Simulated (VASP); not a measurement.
Write the native input for VASP 6.6.1 that does the following.

```yaml
Task: single point
Functional: PBE
Potentials_or_basis: VASP PAW PBE potentials, release 64 (Ba_sv)
Cutoff: 520 eV
k_mesh: 12 × 12 × 2
Occupations: gaussian, width 0.1 eV
Spin: no spin polarisation
Dipole_correction: no
Further_INCAR_settings: ALGO = Fast; EDIFF = 1e-07; NBANDS = 39
```

The structure of Ba lies in POSCAR:

```
Ba
1.0
    4.4909309223      0.0000000000      0.0000000000
   -2.2454654612      3.8892602654      0.0000000000
    0.0000000000      0.0000000000     22.0080865517
Ba
6
Direct
    0.0000000000      0.0000000000      0.0000000000
    0.3333333333      0.6666666667      0.1666102216
    0.6666666667      0.3333333333      0.3333897784
    0.0000000000      0.0000000000      0.5000000000
    0.6666666667      0.3333333333      0.6666102216
    0.3333333333      0.6666666667      0.8333897784
```

This isn't the form of Ba at room conditions, which is bcc.

These files were run (other wordings do the same):

INCAR

```
ALGO     = Fast           # electronic algorithm
EDIFF    = 1E-7           # SCF threshold, eV
ENCUT    = 520            # plane-wave cutoff, eV
GGA      = PE             # functional
ISIF     = 2              # what is computed and relaxed
ISMEAR   = 0              # smearing method
LASPH    = True           # aspherical terms in the spheres
LCHARG   = False          # write CHGCAR
LREAL    = False          # projectors in reciprocal space
LWAVE    = False          # write WAVECAR
NBANDS   = 39             # bands
NELM     = 60             # most SCF steps
PREC     = Accurate       # precision mode
SIGMA    = 0.1            # smearing width, eV
```

KPOINTS

```
k-points
0
Gamma
  12 12 2
```

Potentials or basis: VASP PAW PBE potentials, release 64 (Ba_sv).

Run with:

```sh
$ cat potpaw_PBE.64/Ba_sv/POTCAR > POTCAR
$ mpirun -np 1 vasp_std > vasp.out
```

Results of the run:

```yaml
Pressure: 0.0 GPa
Largest_force: 0.004 eV/Å
Band_gap_on_the_k_mesh: zero (bands 30 and 31 overlap by 0.22 eV)
```

Caveat: spin-orbit coupling is left out, which moves the levels of the heavy elements.

Wall time 41 min on 1 thread of Intel Xeon 8259CL, with other jobs on the host, peak memory 0.75 GiB.
